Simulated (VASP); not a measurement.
The system is InSb.

```
In Sb
1.0
     0.00000    3.23910    3.23910
     3.23910    0.00000    3.23910
     3.23910    3.23910    0.00000
In Sb
1 1
Direct
  0.00000 0.00000 0.00000
  0.75000 0.75000 0.75000
```

```yaml
Program: VASP 6.6.1
Task: relaxation of cell and atoms
Functional: r2SCAN
Potentials_or_basis: VASP PAW PBE potentials, release 64 (In_d, Sb)
Cutoff: 600 eV
k_mesh: 12 × 12 × 12
Occupations: fermi-dirac, width 0.1 eV
Spin: no spin polarisation
```

At the start: pressure 1.7 GPa; volume 33.98 Å³/atom.

How do energy, volume and symmetry change on relaxing?

Over 3 steps the energy falls by 6.6 meV/atom and the volume is 35.24 Å³/atom (+3.7 %); space group F-43m (No. 216, to 0.1 Å) before and after.

The path:
| step | energy change (eV) | largest force (eV/Å) | pressure (GPa) | volume (Å³) |
| --- | --- | --- | --- | --- |
| 1 | 0.0000 | 0.0000 | 1.73 | 67.97 |
| 2 | -0.0106 | 0.0000 | -0.68 | 71.64 |
| 3 | -0.0131 | 0.0000 | 0.00 | 70.48 |

Final structure:
```yaml
crystal:
  lattice:
    - [0.00000, 3.27855, 3.27855]
    - [3.27855, 0.00000, 3.27855]
    - [3.27855, 3.27855, 0.00000]
  atoms:
    - { symbol: In, position: [0.00000, 0.00000, 0.00000] }
    - { symbol: Sb, position: [0.75000, 0.75000, 0.75000] }
```

Caveat: the PAW data sets were made with another functional, which shifts forces and pressure a little.
